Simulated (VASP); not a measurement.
Wanted: the native input for a VASP 6.6.1 run.

* Task: single point
* Functional: LDA
* Potentials or basis: VASP PAW LDA potentials, release 64 (Sn_d)
* Cutoff: 520 eV
* k mesh: 9 × 9 × 9
* Occupations: fermi-dirac, width 0.05 eV
* Spin: no spin polarisation
* Dipole correction: no
* Further INCAR settings: ALGO = Fast; EDIFF = 1e-07; NBANDS = 21

The structure of Sn lies in POSCAR:

```
Sn
1.0
   -2.9401404553      2.9401404553      1.5993019889
    2.9401404553     -2.9401404553      1.5993019889
    2.9401404553      2.9401404553     -1.5993019889
Sn
2
Direct
    0.0000000000      0.0000000000      0.0000000000
    0.7500000000      0.2500000000      0.5000000000
```

The input as run:

INCAR

```
PREC = Accurate ; ENCUT = 520
EDIFF = 1E-7 ; ISMEAR = -1
SIGMA = 0.05 ; LREAL = F
LASPH = T ; NELM = 80
ALGO = Fast ; ISIF = 2
LWAVE = F ; LCHARG = F
NBANDS = 21
```

KPOINTS

```
Automatic mesh
0
Gamma
  9 9 9
```

Potentials or basis: VASP PAW LDA potentials, release 64 (Sn_d).

The run is started by

```bash
$ cat potpaw_LDA.64/Sn_d/POTCAR > POTCAR
$ mpirun -np 1 vasp_std > vasp.out
```

It gave:

The pressure is -2.9 GPa. The band gap on the k mesh is zero (bands 14 and 15 overlap by 3.93 eV).

Caveat: spin-orbit coupling is left out, which moves the levels of the heavy elements.

Wall time 2.3 min on 1 thread of Intel Xeon 8259CL (shared host), peak memory 0.22 GiB.
